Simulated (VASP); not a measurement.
InSb:

```
In Sb
1.0
     0.00000    3.07278    3.07278
     3.07278    0.00000    3.07278
     3.07278    3.07278    0.00000
In Sb
1 1
Direct
  0.00000 0.00000 0.00000
  0.50000 0.50000 0.50000
```

```yaml
Program: VASP 6.6.1
Task: relaxation of cell and atoms
Functional: r2SCAN
Potentials_or_basis: VASP PAW PBE potentials, release 64 (In_d, Sb)
Cutoff: 600 eV
k_mesh: 6 × 6 × 6
Occupations: fermi-dirac, width 0.02 eV
Spin: no spin polarisation
```

At the start: pressure -1.4 GPa; volume 29.01 Å³/atom.

How do energy, volume and symmetry change on relaxing?

Over 4 steps the energy falls by 3.5 meV/atom and the volume is 28.24 Å³/atom (-2.7 %); space group Fm-3m (No. 225, to 0.05 Å).

Step by step:
```csv
step,energy change (eV),largest force (eV/Å),pressure (GPa),volume (Å³)
1,0.0000,0.0000,-1.40,58.03
2,-0.0063,0.0000,0.40,55.92
3,-0.0069,0.0000,0.06,56.41
4,-0.0069,0.0000,0.03,56.48
```

Final structure:
```xyz
2
Lattice="0.0000 3.0452 3.0452 3.0452 0.0000 3.0452 3.0452 3.0452 0.0000" Properties=species:S:1:pos:R:3 pbc="T T T"
In    0.0000    0.0000    0.0000
Sb    3.0452    3.0452    3.0452
```

Caveat: the PAW data sets were made with another functional, which shifts forces and pressure a little.
